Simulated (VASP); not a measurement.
# Zr2B3 (P-3m1) in VASP: a series of runs

Runs on Zr2B3. Level: PBE. Tasks: relaxation of cell and atoms, single point.

All numbers are computed with VASP 6.6.1; they aren't measurements. Logs are shortened: lines on timing, memory, paths and dates and some standing lists are left out, and cuts for length are marked.

## Step 1: The cell of the first run

It takes space group P-3m1 (No. 164, trigonal). The conventional cell has a = 3.695 Å, b = 3.695 Å, c = 4.595 Å, α = 90.00°, β = 90.00°, γ = 120.00°. Zr (site symmetry 3m) has 8 B at 2.21 to 2.60 Å and 3 Zr at 2.69 Å within 2.9 Å. B (site symmetry 3m) has 5 Zr at 2.21 to 2.37 Å and 6 B at 2.31 to 2.78 Å within 2.9 Å. Within 3.1 Å of B (site symmetry -3m) lie 6 B at 2.31 Å and 6 Zr at 2.60 Å.

The cell was generated, and may not be a known phase.

## Step 2: Relaxation of cell and atoms, PBE

INCAR reads:

```
SYSTEM = Zr2B3
PREC = Accurate
ENCUT = 600
EDIFF = 1E-6
ISMEAR = 0
SIGMA = 0.1
LREAL = .FALSE.
LASPH = .TRUE.
NELM = 100
ALGO = Normal
ISIF = 3
LWAVE = .FALSE.
LCHARG = .FALSE.
GGA = PE
IBRION = 2
NSW = 90
EDIFFG = -0.04
```

KPOINTS reads:

```
regular mesh
0
G
  6 6 4
  0 0 0
```

POSCAR reads:

```
Zr2B3
1.0
    3.6946876100      0.0000000000      0.0000000000
   -1.8473438100      3.1996933300      0.0000000000
    0.0000000000      0.0000000000      4.5951220600
Zr B
2 3
Direct
    0.6666666700      0.3333333300      0.3216702000
    0.3333333300      0.6666666700      0.6783298000
    0.6666666700      0.3333333300      0.8065447200
    0.3333333300      0.6666666700      0.1934552800
    0.0000000000      0.0000000000      0.0000000000
```

Potentials or basis: VASP PAW PBE potentials, release 64 (Zr_sv, B).

Run with:

```
$ cat potpaw_PBE.64/Zr_sv/POTCAR potpaw_PBE.64/B/POTCAR > POTCAR
$ mpirun -np 1 vasp_std > vasp.out
```

OUTCAR:

```text
SYSTEM = Zr2B3
   PREC = Accurate
   ENCUT = 600
   EDIFF = 1E-6
   ISMEAR = 0
   LREAL = .FALSE.
   LASPH = .TRUE.
   NELM = 100
   ISIF = 3
   GGA = PE
   IBRION = 2
   NSW = 90
   EDIFFG = -0.04

 ion  position               nearest neighbor table
   1  0.667  0.333  0.322-   4 2.21   4 2.21   4 2.21   3 2.23   3 2.37   5 2.60   5 2.60   5 2.60
                             2 2.69   2 2.69   2 2.69   2 3.65   2 3.65   2 3.65
   2  0.333  0.667  0.678-   3 2.21   3 2.21   3 2.21   4 2.23   4 2.37   5 2.60   5 2.60   5 2.60
                             1 2.69   1 2.69   1 2.69   1 3.65   1 3.65   1 3.65
   3  0.667  0.333  0.807-   2 2.21   2 2.21   2 2.21   1 2.23   1 2.37
   4  0.333  0.667  0.193-   1 2.21   1 2.21   1 2.21   2 2.23   2 2.37
   5  0.000  0.000  0.000-   1 2.60   2 2.60   1 2.60   2 2.60   1 2.60   2 2.60

  LATTYP: Found a hexagonal cell.
 ALAT       =     3.6946876100
 C/A-ratio  =     1.2437105772

  Lattice vectors:

 A1 = (   3.6946876100,   0.0000000000,   0.0000000000)
 A2 = (  -1.8473438100,   3.1996933300,   0.0000000000)
 A3 = (   0.0000000000,   0.0000000000,   4.5951220600)

Analysis of symmetry for initial positions (statically):
=====================================================================
 Subroutine PRICEL returns:
 Original cell was already a primitive cell.

 Routine SETGRP: Setting up the symmetry group for a
 hexagonal supercell.

 Subroutine GETGRP returns: Found 12 space group operations
 (whereof 12 operations were pure point group operations)
 out of a pool of 24 trial point group operations.

The static configuration has the point symmetry D_3d.

Analysis of symmetry for dynamics (positions and initial velocities):
=====================================================================
 Subroutine PRICEL returns:
 Original cell was already a primitive cell.

 Routine SETGRP: Setting up the symmetry group for a
 hexagonal supercell.

 Subroutine GETGRP returns: Found 12 space group operations
 (whereof 12 operations were pure point group operations)
 out of a pool of 24 trial point group operations.

The dynamic configuration has the point symmetry D_3d.

 Subroutine INISYM returns: Found 12 space group operations
 (whereof 12 operations are pure point group operations),
 and found     1 'primitive' translations

----------------------------------------------------------------------------------------

                                     Primitive cell

  volume of cell :      54.3229

  direct lattice vectors                    reciprocal lattice vectors
     3.694687610  0.000000000  0.000000000     0.270658877  0.156264976  0.000000000
    -1.847343810  3.199693330  0.000000000     0.000000000  0.312529951  0.000000000
     0.000000000  0.000000000  4.595122060     0.000000000  0.000000000  0.217622076

  length of vectors
[... 91 lines left out ...]
   IBRION =      2    ionic relax: 0-MD 1-quasi-New 2-CG
   NFREE  =      1    steps in history (QN), initial steepest desc. (CG)
   ISIF   =      3    stress and relaxation
   ISYM   =      2    0-nonsym 1-usesym 2-fastsym
   POTIM  = 0.5000    time-step for ionic-motion
   TEBEG  =    0.0;   TEEND  =   0.0 temperature during run
   PSTRESS=    0.0 pullay stress
   NELECT =      33.0000    total number of electrons
   NUPDOWN=      -1.0000    fix difference up-down
   EMIN   =  10.00;   EMAX   =-10.00  energy-range for DOS
   EFERMI =   0.00;   METHOD = LEGACY
   ISMEAR =     0;   SIGMA  =   0.10  broadening in eV -4-tet -1-fermi 0-gaus
   EFERMI_NEDOS =   21; number of points for ismear=-14 and -15
   IALGO  =     38    algorithm
   IMIX   =      4    mixing-type and parameters
     AMIX     =   0.40;   BMIX     =  1.00
     AMIX_MAG =   1.60;   BMIX_MAG =  1.00
  volume/ion in A,a.u.               =      10.86        73.32
  Fermi-wavevector in a.u.,A,eV,Ry     =   1.386495  2.620096 26.155425  1.922369
  Thomas-Fermi vector in A             =   2.510806
   LORBIT       =      0    0 simple, 1 ext, 2 COOP (PROOUT), +10 PAW based schemes
   GGA     = PE    functional components
   LHFCALC =     F    Hartree Fock is set to
   AEXX    =    0.0000 exact exchange contribution
   IVDW    =     0    specifies the selected vdW correction
   LEPSILON=     F    determine dielectric tensor
   LRPA    =     F    only Hartree local field effects (RPA)
 conjugate gradient relaxation of ions
 non-spin polarized calculation
 Gauss-broadening in eV      SIGMA  =   0.10
  energy-cutoff  :      600.00
  volume of cell :       54.32
 maximum number of plane-waves:      1842
 NGX is ok and might be reduce to    30
   NGX = 15   NGY = 15   NGZ = 19

--------------------------------------- Ionic step        1  -------------------------------------------

 number of electron      33.0000000 magnetization

 Free energy of the ion-electron system (eV)
  ---------------------------------------------------
  ext. energy  EPLUGINS =         0.00000000
  ---------------------------------------------------
  free energy    TOTEN  =       -32.72060326 eV

  energy without entropy =      -32.70118882  energy(sigma->0) =      -32.71089604

 E-fermi :  10.6547     XC(G=0): -12.4399

 val. band max:       10.6449364168   @ k =   0.3333   0.1667   0.2500
 cond. band min:      10.6711887818   @ k =   0.5000  -0.0000   0.5000
 fundamental gap:      0.0262523650
 Fermi energy:        10.6547444934

 k-point     1 :       0.0000    0.0000    0.0000
  band No.  band energies     occupation
      1     -37.3659      2.00000
      2     -36.8262      2.00000
      3     -16.0649      2.00000
      4     -15.7588      2.00000
      5     -15.7588      2.00000
      6     -14.9339      2.00000
[... 651 lines left out ...]
  FREE ENERGIE OF THE ION-ELECTRON SYSTEM (eV)
  ---------------------------------------------------
  free  energy   TOTEN  =       -35.3137703799 eV

  energy  without entropy=      -35.2918553945  energy(sigma->0) =      -35.30281289

[... ionic steps 4 to 16 ...]

--------------------------------------- Ionic step       17  -------------------------------------------

 number of electron      32.9999999 magnetization

------------------------ aborting loop because EDIFF is reached ----------------------------------------
[... 73 lines left out ...]
--------------------------------------- Ionic step       19  -------------------------------------------

 number of electron      32.9999999 magnetization

 Free energy of the ion-electron system (eV)
  ---------------------------------------------------
  ext. energy  EPLUGINS =         0.00000000
  ---------------------------------------------------
  free energy    TOTEN  =       -36.17198951 eV

  energy without entropy =      -36.16403719  energy(sigma->0) =      -36.16801335

 E-fermi :   8.0325     XC(G=0): -11.3467

 val. band max:        7.9337807526   @ k =   0.3333   0.1667   0.2500
 cond. band min:       8.0338216766   @ k =   0.0000   0.0000   0.2500
 fundamental gap:      0.1000409239
 Fermi energy:         8.0324789920

 k-point     1 :       0.0000    0.0000    0.0000
  band No.  band energies     occupation
      1     -40.3708      2.00000
      2     -40.2877      2.00000
      3     -18.6862      2.00000
      4     -18.5556      2.00000
      5     -18.5556      2.00000
      6     -18.3946      2.00000
[... 573 lines left out ...]
  FREE ENERGIE OF THE ION-ELECTRON SYSTEM (eV)
  ---------------------------------------------------
  free  energy   TOTEN  =       -36.1719895133 eV

  energy  without entropy=      -36.1640371915  energy(sigma->0) =      -36.16801335

 reached required accuracy - stopping structural energy minimisation
```

OSZICAR:

```text
N       E                     dE             d eps       ncg     rms          rms(c)
DAV:   1     0.311894812244E+03    0.31189E+03   -0.19201E+04   960   0.184E+03
DAV:   2    -0.506544651587E+01   -0.31696E+03   -0.30766E+03  1060   0.469E+02
DAV:   3    -0.344903493392E+02   -0.29425E+02   -0.28171E+02  1680   0.109E+02
[... 190 lines left out ...]
DAV:   4    -0.361719783086E+02   -0.82634E-05   -0.96201E-05  1288   0.488E-02    0.123E-02
DAV:   5    -0.361719826950E+02   -0.43864E-05   -0.16943E-05  1488   0.259E-02    0.118E-02
DAV:   6    -0.361719877684E+02   -0.50734E-05   -0.48468E-06  1120   0.125E-02    0.624E-03
DAV:   7    -0.361719894335E+02   -0.16651E-05   -0.91882E-07   568   0.785E-03    0.957E-04
DAV:   8    -0.361719895133E+02   -0.79812E-07   -0.42203E-07   564   0.405E-03
  19 F= -.36171990E+02 E0= -.36168013E+02  d E =-.556470E-03
```

It took 15 min on 1 thread of Intel Xeon 8259CL, shared host; peak memory 0.21 GiB.

Results:

```
Free energy                           : -36.1720 eV
Relaxed volume                        : 13.59 Å³/atom
Relaxed cell                          : a = 3.971 Å, b = 3.971 Å, c = 4.975 Å, α = 90.00°, β = 90.00°, γ = 120.00°
Space group after relaxing (to 0.1 Å) : P-3m1 (No. 164)
Energy gained by relaxing             : 690.3 meV/atom
Ionic steps                           : 19
Pressure after relaxing               : 0.2 GPa
Largest force after relaxing          : 0.034 eV/Å
Band gap on the k mesh                : zero (an odd number of electrons rules out a gap without spin polarisation)
```

Forces in eV/Å, atoms in the order of the input:
```
Zr   0.000  0.000 -0.024
Zr   0.000  0.000  0.024
B    0.000  0.000  0.034
B    0.000  0.000 -0.034
B    0.000  0.000  0.000
```

Step by step:
```csv
step,energy change (eV),largest force (eV/Å),pressure (GPa),volume (Å³)
1,0.0000,6.1844,43.75,54.32
2,-1.7185,0.9458,-17.19,80.81
3,-2.5932,1.1358,-4.53,67.78
4,-2.5980,1.1245,-3.65,67.29
5,-2.5992,1.1115,-2.80,66.83
6,-2.7600,0.9294,1.98,65.37
7,-2.7837,0.8226,5.08,64.55
8,-2.8903,0.8478,4.59,65.10
9,-3.1529,0.9119,2.80,66.75
10,-3.0448,2.6990,-0.81,70.07
11,-3.2284,1.4720,1.25,68.04
12,-3.3872,0.8416,-2.45,69.36
13,-3.4108,0.4409,-3.97,70.09
14,-3.4459,0.1327,0.53,67.85
15,-3.4472,0.0773,-0.20,68.19
16,-3.4508,0.0523,-0.08,68.09
17,-3.4508,0.0491,-0.07,68.08
18,-3.4511,0.0445,0.01,68.03
19,-3.4514,0.0337,0.20,67.93
```

Final structure:
```xyz
5
Lattice="3.9706 0.0000 0.0000 -1.9853 3.4387 0.0000 0.0000 0.0000 4.9749" Properties=species:S:1:pos:R:3 pbc="T T T"
Zr    1.9853    1.1462    1.2340
Zr    0.0000    2.2924    3.7409
B     1.9853    1.1462    3.6670
B     0.0000    2.2924    1.3079
B     0.0000    0.0000    0.0000
```

Levels at points of the mesh, in eV from the Fermi level:
```csv
k point,band 13,band 14,band 15,band 16,band 17,band 18,band 19,band 20
"(0.00, 0.00, 0.00)",-3.73,-2.34,-2.34,0.20,0.38,0.38,1.08,1.48
"(0.50, 0.00, 0.00)",-2.58,-2.44,-2.35,-0.71,0.19,0.62,0.96,1.48
"(0.00, 0.00, 0.50)",-3.12,-2.76,-2.76,-2.69,-0.15,1.56,2.66,2.66
"(0.50, 0.00, 0.50)",-2.95,-2.75,-2.74,-1.23,0.38,0.53,0.65,2.42
```

Caveat: the volume moved by over 15 % at a fixed basis, so the end points are rough.

## Step 3: Single point, PBE

This run uses another cell than the first one, of 13.58 Å³/atom.

INCAR reads:

```
SYSTEM = Zr2B3
PREC = Accurate
ENCUT = 520
EDIFF = 1E-7
ISMEAR = 0
SIGMA = 0.1
LREAL = .FALSE.
LASPH = .TRUE.
NELM = 80
ALGO = Normal
ISIF = 2
LWAVE = .FALSE.
LCHARG = .FALSE.
GGA = PE
NBANDS = 24
```

KPOINTS reads:

```
regular mesh
0
G
  12 12 8
  0 0 0
```

POSCAR reads:

```
Zr2B3
1.0
    3.9723708874      0.0000000000      0.0000000000
   -1.9861854437      3.4401741017      0.0000000000
    0.0000000000      0.0000000000      4.9695990166
Zr B
2 3
Direct
    0.6666666667      0.3333333333      0.2485644220
    0.3333333333      0.6666666667      0.7514355780
    0.6666666667      0.3333333333      0.7399332364
    0.3333333333      0.6666666667      0.2600667636
    0.0000000000      0.0000000000      0.0000000000
```

Potentials or basis: VASP PAW PBE potentials, release 64 (Zr_sv, B).

Run with:

```
$ cat potpaw_PBE.64/Zr_sv/POTCAR potpaw_PBE.64/B/POTCAR > POTCAR
$ mpirun -np 1 vasp_std > vasp.out
```

Run time: 7.4 min. Hardware: 1 thread of Intel Xeon 8259CL, shared host; peak memory 0.31 GiB.

Results (log left out):

| Item | Value |
| --- | --- |
| Free energy | -36.1757 eV |
| Pressure | 0.1 GPa |
| Band gap on the k mesh | zero (an odd number of electrons rules out a gap without spin polarisation) |

Forces in eV/Å, atoms in the order of the input:
```
Zr   0.000  0.000 -0.001
Zr   0.000  0.000  0.001
B    0.000  0.000  0.003
B    0.000  0.000 -0.003
B    0.000  0.000  0.000
```

Levels at points of the mesh, in eV from the Fermi level:
| k point | band 14 | band 15 | band 16 | band 17 | band 18 | band 19 |
| --- | --- | --- | --- | --- | --- | --- |
| (0.00, 0.00, 0.00) | -2.36 | -2.36 | 0.14 | 0.36 | 0.36 | 1.09 |
| (0.50, 0.00, 0.00) | -2.42 | -2.35 | -0.68 | 0.17 | 0.60 | 0.95 |
| (0.00, 0.00, 0.50) | -2.79 | -2.79 | -2.67 | -0.19 | 1.54 | 2.48 |
| (0.50, 0.00, 0.50) | -2.79 | -2.75 | -1.22 | 0.37 | 0.51 | 0.64 |

[end of part 1 of 2]

The gap in the log of VASP goes by the Fermi energy; the results here count the filled bands.